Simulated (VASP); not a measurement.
# Ag3BrO (P6_3/mmc) in VASP: a series of runs

Runs on Ag3BrO. Level: PBE. Tasks: single point, relaxation of cell and atoms.

All numbers are computed with VASP 6.6.1; they aren't measurements. Logs are shortened: lines on timing, memory, paths and dates and some standing lists are left out, and cuts for length are marked.

## (1) The cell of the first run

Symmetry: P6_3/mmc, No. 194, hexagonal system. The conventional cell has a = 6.304 Å, b = 6.304 Å, c = 5.295 Å, α = 90.00°, β = 90.00°, γ = 120.00°. Within 3.0 Å of Ag (site symmetry mm2) lie 2 O at 2.25 Å. Br (site symmetry -6m2) has 12 Ag at 3.15 to 3.21 Å and 6 O at 3.87 Å within 4.1 Å. Within 3.0 Å of O (site symmetry -3m) lie 6 Ag at 2.25 Å and 2 O at 2.65 Å.

## (2) Single point, PBE

INCAR

```
  ALGO = Normal
  EDIFF = 1E-7
  ENCUT = 520
  GGA = PE
  ISIF = 2
  ISMEAR = 0
  LASPH = True
  LCHARG = True
  LELF = True
  LREAL = False
  LVHAR = True
  LWAVE = False
  NBANDS = 57
  NELM = 100
  PREC = Accurate
  SIGMA = 0.1
```

KPOINTS

```
k-points
0
Gamma
  3 3 4
```

POSCAR

```
Ag3BrO
1.0
    6.3038250000      0.0000000000      0.0000000000
   -3.1519125000      5.4592725900      0.0000000000
    0.0000000000      0.0000000000      5.2952130000
Ag Br O
6 2 2
Direct
    0.8333333300      0.6666666700      0.7500000000
    0.3333333300      0.1666666700      0.7500000000
    0.8333333300      0.1666666700      0.7500000000
    0.1666666700      0.3333333300      0.2500000000
    0.6666666700      0.8333333300      0.2500000000
    0.1666666700      0.8333333300      0.2500000000
    0.3333333300      0.6666666700      0.7500000000
    0.6666666700      0.3333333300      0.2500000000
    0.0000000000      0.0000000000      0.0000000000
    0.0000000000      0.0000000000      0.5000000000
```

Potentials or basis: VASP PAW PBE potentials, release 64 (Ag, Br, O).

Launch:

```sh
$ cat potpaw_PBE.64/Ag/POTCAR potpaw_PBE.64/Br/POTCAR potpaw_PBE.64/O/POTCAR > POTCAR
$ mpirun -np 1 vasp_std > vasp.out
```

OUTCAR:

```text
EDIFF = 1E-7
   ENCUT = 520
   GGA = PE
   ISIF = 2
   ISMEAR = 0
   LASPH = True
   LREAL = False
   NELM = 100
   PREC = Accurate

 ion  position               nearest neighbor table
   1  0.833  0.667  0.750-   9 2.25  10 2.25   2 3.15   3 3.15   3 3.15   2 3.15   7 3.15   7 3.15
                             5 3.21   5 3.21   6 3.21   6 3.21
   2  0.333  0.167  0.750-   9 2.25  10 2.25   1 3.15   7 3.15   7 3.15   1 3.15   3 3.15   3 3.15
                             4 3.21   4 3.21   6 3.21   6 3.21
   3  0.833  0.167  0.750-   9 2.25  10 2.25   1 3.15   7 3.15   1 3.15   7 3.15   2 3.15   2 3.15
                             5 3.21   5 3.21   4 3.21   4 3.21
   4  0.167  0.333  0.250-   9 2.25  10 2.25   5 3.15   6 3.15   6 3.15   5 3.15   8 3.15   8 3.15
                             2 3.21   2 3.21   3 3.21   3 3.21
   5  0.667  0.833  0.250-   9 2.25  10 2.25   4 3.15   8 3.15   8 3.15   4 3.15   6 3.15   6 3.15
                             1 3.21   1 3.21   3 3.21   3 3.21
   6  0.167  0.833  0.250-   9 2.25  10 2.25   4 3.15   8 3.15   4 3.15   8 3.15   5 3.15   5 3.15
                             2 3.21   2 3.21   1 3.21   1 3.21
   7  0.333  0.667  0.750-   2 3.15   3 3.15   2 3.15   3 3.15   1 3.15   1 3.15
   8  0.667  0.333  0.250-   5 3.15   6 3.15   5 3.15   6 3.15   4 3.15   4 3.15
   9  0.000  0.000  0.000-   1 2.25   4 2.25   2 2.25   5 2.25   3 2.25   6 2.25
  10  0.000  0.000  0.500-   1 2.25   4 2.25   2 2.25   5 2.25   3 2.25   6 2.25

  LATTYP: Found a hexagonal cell.
 ALAT       =     6.3038250000
 C/A-ratio  =     0.8400000000

  Lattice vectors:

 A1 = (   6.3038250000,   0.0000000000,   0.0000000000)
 A2 = (  -3.1519125000,   5.4592725900,   0.0000000000)
 A3 = (   0.0000000000,   0.0000000000,   5.2952130000)

Analysis of symmetry for initial positions (statically):
=====================================================================
 Subroutine PRICEL returns:
 Original cell was already a primitive cell.

 Routine SETGRP: Setting up the symmetry group for a
 hexagonal supercell.

 Subroutine GETGRP returns: Found 24 space group operations
 (whereof 12 operations were pure point group operations)
 out of a pool of 24 trial point group operations.

The static configuration has the point symmetry D_3d.
 The point group associated with its full space group is D_6h.

Analysis of symmetry for dynamics (positions and initial velocities):
=====================================================================
 Subroutine PRICEL returns:
 Original cell was already a primitive cell.

 Routine SETGRP: Setting up the symmetry group for a
 hexagonal supercell.

 Subroutine GETGRP returns: Found 24 space group operations
 (whereof 12 operations were pure point group operations)
 out of a pool of 24 trial point group operations.

The dynamic configuration has the point symmetry D_3d.
 The point group associated with its full space group is D_6h.

 Subroutine INISYM returns: Found 24 space group operations
 (whereof 12 operations are pure point group operations),
 and found     1 'primitive' translations

----------------------------------------------------------------------------------------

                                     Primitive cell

  volume of cell :     182.2310

  direct lattice vectors                    reciprocal lattice vectors
     6.303825000  0.000000000  0.000000000     0.158633845  0.091587293  0.000000000
    -3.151912500  5.459272590  0.000000000     0.000000000  0.183174587  0.000000000
     0.000000000  0.000000000  5.295213000     0.000000000  0.000000000  0.188849816

  length of vectors
     6.303825000  6.303824999  5.295213000     0.183174587  0.183174587  0.188849816

  position of ions in fractional coordinates (direct lattice)
     0.833333330  0.666666670  0.750000000
     0.333333330  0.166666670  0.750000000
     0.833333330  0.166666670  0.750000000
     0.166666670  0.333333330  0.250000000
     0.666666670  0.833333330  0.250000000
     0.166666670  0.833333330  0.250000000
     0.333333330  0.666666670  0.750000000
     0.666666670  0.333333330  0.250000000
     0.000000000  0.000000000  0.000000000
     0.000000000  0.000000000  0.500000000

  ion indices of the primitive-cell ions
   primitive index   ion index
                 1           1
                 2           2
                 3           3
                 4           4
                 5           5
                 6           6
                 7           7
                 8           8
                 9           9
                10          10

----------------------------------------------------------------------------------------

 KPOINTS: k-points

Automatic generation of k-mesh.
 Grid dimensions read from file:
 generate k-points for:    3    3    4

 Generating k-lattice:

  Cartesian coordinates                     Fractional coordinates (reciprocal lattice)
[... 102 lines left out ...]
      1     -12.6769      2.00000
      2     -11.9208      2.00000
      3     -10.1055      2.00000
      4      -9.9549      2.00000
      5      -1.1892      2.00000
      6      -0.3642      2.00000
[... 49 lines left out ...]
     56      12.0872      0.00000
     57      12.6875      0.00000

 k-point     2 :       0.3333    0.0000    0.0000
  band No.  band energies     occupation
      1     -12.6691      2.00000
      2     -11.9204      2.00000
      3     -10.0701      2.00000
      4      -9.9764      2.00000
      5      -1.0601      2.00000
      6      -0.4408      2.00000
[... 49 lines left out ...]
     56      11.6524      0.00000
     57      12.1564      0.00000

 k-point     3 :       0.3333    0.3333    0.0000
  band No.  band energies     occupation
      1     -12.6652      2.00000
      2     -11.9203      2.00000
      3     -10.0198      2.00000
      4     -10.0198      2.00000
      5      -0.9728      2.00000
      6      -0.3468      2.00000
[... 49 lines left out ...]
     56      11.5703      0.00000
     57      11.7514      0.00000

 k-point     4 :       0.0000    0.0000    0.2500
  band No.  band energies     occupation
      1     -12.5758      2.00000
      2     -12.0429      2.00000
      3     -10.0795      2.00000
      4      -9.9722      2.00000
      5      -0.9278      2.00000
      6      -0.2415      2.00000
[... 49 lines left out ...]
     56      11.8671      0.00000
     57      12.1703      0.00000

 k-point     5 :       0.3333    0.0000    0.2500
  band No.  band energies     occupation
      1     -12.5697      2.00000
      2     -12.0419      2.00000
      3     -10.0495      2.00000
      4      -9.9830      2.00000
      5      -0.7956      2.00000
      6      -0.3684      2.00000
[... 49 lines left out ...]
     56      12.1400      0.00000
     57      12.3306      0.00000

 k-point     6 :       0.3333    0.3333    0.2500
  band No.  band energies     occupation
      1     -12.5667      2.00000
      2     -12.0415      2.00000
      3     -10.0115      2.00000
      4     -10.0115      2.00000
      5      -0.6528      2.00000
      6      -0.4533      2.00000
[... 49 lines left out ...]
     56      12.2750      0.00000
     57      12.6575      0.00000

 k-point     7 :       0.0000    0.0000    0.5000
  band No.  band energies     occupation
      1     -12.3196      2.00000
      2     -12.3196      2.00000
      3     -10.0216      2.00000
      4     -10.0216      2.00000
      5      -0.1875      2.00000
      6      -0.1875      2.00000
[... 49 lines left out ...]
     56      11.8637      0.00000
     57      11.8637      0.00000

 k-point     8 :       0.3333    0.0000    0.5000
  band No.  band energies     occupation
      1     -12.3167      2.00000
      2     -12.3167      2.00000
      3     -10.0094      2.00000
      4     -10.0094      2.00000
      5      -0.4212      2.00000
      6      -0.4212      2.00000
[... 49 lines left out ...]
     56      11.7129      0.00000
     57      12.9085      0.00000

 k-point     9 :       0.3333    0.3333    0.5000
  band No.  band energies     occupation
      1     -12.3153      2.00000
      2     -12.3153      2.00000
      3     -10.0032      2.00000
      4     -10.0032      2.00000
      5      -0.5158      2.00000
      6      -0.5158      2.00000
[... 49 lines left out ...]
     56      11.7097      0.00000
     57      11.7480      0.00000

------------------------ aborting loop because EDIFF is reached ----------------------------------------

  FORCE on cell =-STRESS in cart. coord.  units (eV):
  Direction    XX          YY          ZZ          XY          YZ          ZX
  --------------------------------------------------------------------------------------
  -------------------------------------------------------------------------------------
  Total        4.3503321      4.3503321      6.1488169      0.0000000     -0.0000000      0.0000000
  in kB       38.2481670     38.2481670     54.0604654      0.0000000     -0.0000000      0.0000000
  external PRESSURE =      43.5189332 kB  Pullay stress =       0.0000000 kB

 VOLUME and BASIS-vectors are now :
 -----------------------------------------------------------------------------
  energy-cutoff  :      520.00
  volume of cell :      182.23
      direct lattice vectors                 reciprocal lattice vectors
     6.303825000  0.000000000  0.000000000     0.158633845  0.091587293  0.000000000
    -3.151912500  5.459272590  0.000000000     0.000000000  0.183174587  0.000000000
     0.000000000  0.000000000  5.295213000     0.000000000  0.000000000  0.188849816

 POSITION                                       TOTAL-FORCE (eV/Angst)
 -----------------------------------------------------------------------------------
      3.15191      3.63952      3.97141         0.000000     -1.219131      0.000000
      1.57596      0.90988      3.97141         1.055798      0.609565      0.000000
      4.72787      0.90988      3.97141        -1.055798      0.609565      0.000000
      0.00000      1.81976      1.32380        -0.000000      1.219131      0.000000
      1.57596      4.54939      1.32380        -1.055798     -0.609565     -0.000000
     -1.57596      4.54939      1.32380         1.055798     -0.609565      0.000000
     -0.00000      3.63952      3.97141         0.000000      0.000000      0.000000
      3.15191      1.81976      1.32380        -0.000000      0.000000      0.000000
      0.00000      0.00000      0.00000        -0.000000      0.000000      0.000000
      0.00000      0.00000      2.64761         0.000000      0.000000      0.000000
 -----------------------------------------------------------------------------------
    total drift:                               -0.000028      0.000016     -0.000000

  FREE ENERGIE OF THE ION-ELECTRON SYSTEM (eV)
  ---------------------------------------------------
  free  energy   TOTEN  =       -28.7128158907 eV

  energy  without entropy=      -28.7050743346  energy(sigma->0) =      -28.70894511
```

Run time: 1.9 min. Hardware: 1 thread of Oxide Virtual Turin-like, shared host; peak memory 0.29 GiB.

Results:

| Quantity | Value |
| --- | --- |
| Free energy | -28.7128 eV |
| Pressure | 4.4 GPa |
| Largest force | 1.219 eV/Å |
| Band gap on the k mesh | zero (band 46 reaches 5.49 eV, above the bottom of band 47 at 4.88 eV) |

Forces in eV/Å, atoms in the order of the input:
```
Ag   0.000 -1.219  0.000
Ag   1.056  0.610  0.000
Ag  -1.056  0.610  0.000
Ag   0.000  1.219  0.000
Ag  -1.056 -0.610  0.000
Ag   1.056 -0.610  0.000
Br   0.000  0.000  0.000
Br   0.000  0.000  0.000
O    0.000  0.000  0.000
O    0.000  0.000  0.000
```

Caveat: the k points lie up to 0.38 Å⁻¹ apart; forces of over 1 eV/Å act on the atoms, so gaps and moduli don't describe the material at rest.

## (3) Single point, PBE

This run uses another cell than the first one, of 18.43 Å³/atom, 1.012 times its volume.

INCAR

```
SYSTEM = Ag3BrO
PREC = Accurate
ENCUT = 520
EDIFF = 1E-6
ISMEAR = 0
SIGMA = 0.1
LREAL = .False.
LASPH = .True.
NELM = 60
ALGO = Normal
ISIF = 2
LWAVE = .False.
LCHARG = .False.
GGA = PE
NBANDS = 57
```

KPOINTS

```
Automatic mesh
0
Gamma
  3 3 4
  0 0 0
```

POSCAR

```
Ag3BrO
1.0
    6.2448172264      0.0000000000      0.0000000000
   -3.1224086132      5.4081703601      0.0000000000
    0.0000000000      0.0000000000      5.4580793399
Ag Br O
6 2 2
Direct
    0.8229508508      0.6459017015      0.7500000000
    0.3540982985      0.1770491492      0.7500000000
    0.8229508508      0.1770491492      0.7500000000
    0.1770491492      0.3540982985      0.2500000000
    0.6459017015      0.8229508508      0.2500000000
    0.1770491492      0.8229508508      0.2500000000
    0.3333333333      0.6666666667      0.7500000000
    0.6666666667      0.3333333333      0.2500000000
    0.0000000000      0.0000000000      0.0000000000
    0.0000000000      0.0000000000      0.5000000000
```

Potentials or basis: VASP PAW PBE potentials, release 64 (Ag, Br, O).

Launch:

```sh
$ cat potpaw_PBE.64/Ag/POTCAR potpaw_PBE.64/Br/POTCAR potpaw_PBE.64/O/POTCAR > POTCAR
$ mpirun -np 1 vasp_std > vasp.out
```

Run time: 2.1 min. Hardware: 1 thread of Oxide Virtual Turin-like, shared host; peak memory 0.3 GiB.

Results (log left out):

```
Free energy            : -29.1854 eV
Pressure               : -0.2 GPa
Largest force          : 0.034 eV/Å
Band gap on the k mesh : zero (band 46 reaches 5.29 eV, above the bottom of band 47 at 4.60 eV)
```

Forces on the atoms (eV/Å):
```
Ag   0.000 -0.034  0.000
Ag   0.030  0.017  0.000
Ag  -0.030  0.017  0.000
Ag   0.000  0.034  0.000
Ag  -0.030 -0.017  0.000
Ag   0.030 -0.017  0.000
Br   0.000  0.000  0.000
Br   0.000  0.000  0.000
O    0.000  0.000  0.000
O    0.000  0.000  0.000
```

Stress tensor (GPa, compression positive):
```
-0.36  0.00  0.00
 0.00 -0.36  0.00
 0.00  0.00  0.03
```

Levels at points of the mesh, in eV from the Fermi level:
| k point | band 43 | band 44 | band 45 | band 46 | band 47 | band 48 | band 49 | band 50 |
| --- | --- | --- | --- | --- | --- | --- | --- | --- |
| (0.00, 0.00, 0.00) | -1.75 | -1.75 | -0.36 | -0.36 | 0.14 | 0.30 | 4.01 | 4.01 |
| (0.00, 0.00, 0.50) | -0.95 | -0.95 | -0.95 | -0.95 | 1.08 | 1.08 | 3.73 | 3.73 |

Caveat: the k points lie up to 0.39 Å⁻¹ apart.

## (4) Relaxation of cell and atoms, PBE

INCAR

```
SYSTEM = Ag3BrO
  ALGO = Normal
  EDIFF = 1E-7
  EDIFFG = -0.04
  ENCUT = 600
  GGA = PE
  IBRION = 2
  ISIF = 3
  ISMEAR = 0
  LASPH = .TRUE.
  LCHARG = .FALSE.
  LREAL = .FALSE.
  LWAVE = .FALSE.
  NELM = 100
  NSW = 90
  PREC = Accurate
  SIGMA = 0.1
```

KPOINTS

```
k-points
0
G
  3 3 4
  0 0 0
```

POSCAR

```
Ag3BrO
1.0
    6.3038250000      0.0000000000      0.0000000000
   -3.1519125000      5.4592725900      0.0000000000
    0.0000000000      0.0000000000      5.2952130000
Ag Br O
6 2 2
Direct
    0.8333333300      0.6666666700      0.7500000000
    0.3333333300      0.1666666700      0.7500000000
    0.8333333300      0.1666666700      0.7500000000
    0.1666666700      0.3333333300      0.2500000000
    0.6666666700      0.8333333300      0.2500000000
    0.1666666700      0.8333333300      0.2500000000
    0.3333333300      0.6666666700      0.7500000000
    0.6666666700      0.3333333300      0.2500000000
    0.0000000000      0.0000000000      0.0000000000
    0.0000000000      0.0000000000      0.5000000000
```

Launch:

```sh
$ cat potpaw_PBE.64/Ag/POTCAR potpaw_PBE.64/Br/POTCAR potpaw_PBE.64/O/POTCAR > POTCAR
$ mpirun -np 1 vasp_std > vasp.out
```

Run time: 12 min. Hardware: 1 thread of Oxide Virtual Turin-like, shared host; peak memory 0.35 GiB.

The run converged. Its results:

```
Free energy                            : -29.1861 eV
Relaxed volume                         : 18.33 Å³/atom
Relaxed cell                           : a = 6.235 Å, b = 6.235 Å, c = 5.445 Å, α = 90.00°, β = 90.00°, γ = 120.00°
Space group after relaxing (to 0.05 Å) : P6_3/mmc (No. 194)
Energy gained by relaxing              : 47.1 meV/atom
Ionic steps                            : 8
Pressure after relaxing                : -0.1 GPa
Largest force after relaxing           : 0.035 eV/Å
Band gap on the k mesh                 : zero (band 46 reaches 5.36 eV, above the bottom of band 47 at 4.67 eV)
```

Forces in eV/Å, atoms in the order of the input:
```
Ag   0.000  0.035  0.000
Ag  -0.030 -0.017  0.000
Ag   0.030 -0.017  0.000
Ag   0.000 -0.035  0.000
Ag   0.030  0.017  0.000
Ag  -0.030  0.017  0.000
Br   0.000  0.000  0.000
Br   0.000  0.000  0.000
O    0.000  0.000  0.000
O    0.000  0.000  0.000
```

Stress tensor (GPa, compression positive):
```
-0.19  0.00  0.00
 0.00 -0.19  0.00
 0.00  0.00  0.09
```

Step by step:
```tsv
step	energy change (eV)	largest force (eV/Å)	pressure (GPa)	volume (Å³)
1	0.0000	1.2185	4.31	182.23
2	-0.3019	0.1996	-2.35	195.46
3	-0.3117	0.3313	-1.50	193.26
4	-0.3875	0.2676	-1.12	189.90
5	-0.4690	0.0148	0.45	181.73
6	-0.4699	0.0333	0.20	182.71
7	-0.4700	0.0216	0.27	182.46
8	-0.4713	0.0348	-0.09	183.28
```

Final structure:
```
Ag Br O
1.0
     6.23453    0.00000    0.00000
    -3.11727    5.39926    0.00000
     0.00000    0.00000    5.44487
Ag Br O
6 2 2
Cartesian
  3.1173 3.4779 4.0837
  1.6639 0.9607 4.0837
  4.5706 0.9607 4.0837
  0.0000 1.9213 1.3612
  1.4533 4.4386 1.3612
  -1.4533 4.4386 1.3612
  0.0000 3.5995 4.0837
  3.1173 1.7998 1.3612
  0.0000 0.0000 0.0000
  0.0000 0.0000 2.7224
```

Levels at points of the mesh, in eV from the Fermi level:
```
           k point  band 43  band 44  band 45  band 46  band 47  band 48  band 49  band 50
(0.00, 0.00, 0.00)    -1.77    -1.77    -0.37    -0.37     0.14     0.27     4.02     4.02
(0.00, 0.00, 0.50)    -0.96    -0.96    -0.96    -0.96     1.09     1.09     3.74     3.74
```

Caveat: the k points lie up to 0.39 Å⁻¹ apart in the final cell.

## (5) The runs side by side

```csv
task,cell,cutoff (eV),gap on the mesh (eV),pressure (GPa),largest force (eV/Å)
single point,"a = 6.304, b = 6.304, c = 5.295 Å, angles 90.0, 90.0, 120.0°, 10 atoms",520,none,4.4,1.22
single point,"a = 6.245, b = 6.245, c = 5.458 Å, angles 90.0, 90.0, 120.0°, 10 atoms",520,none,-0.2,0.03
relaxation of cell and atoms,"relaxed from a = 6.304, b = 6.304, c = 5.295 Å, angles 90.0, 90.0, 120.0°, 10 atoms",600,none,-0.1,0.03
```

Alike in all rows: level PBE; potentials or basis VASP PAW PBE potentials, release 64 (Ag, Br, O); no spin polarisation; k mesh 3 × 3 × 4; smearing gaussian 0.1 eV.

Caveats: all runs use coarse meshes; forces of over 1 eV/Å act on the atoms, so gaps and moduli don't describe the material at rest (some runs).

Absolute energies hang on the potentials; compare differences alone.
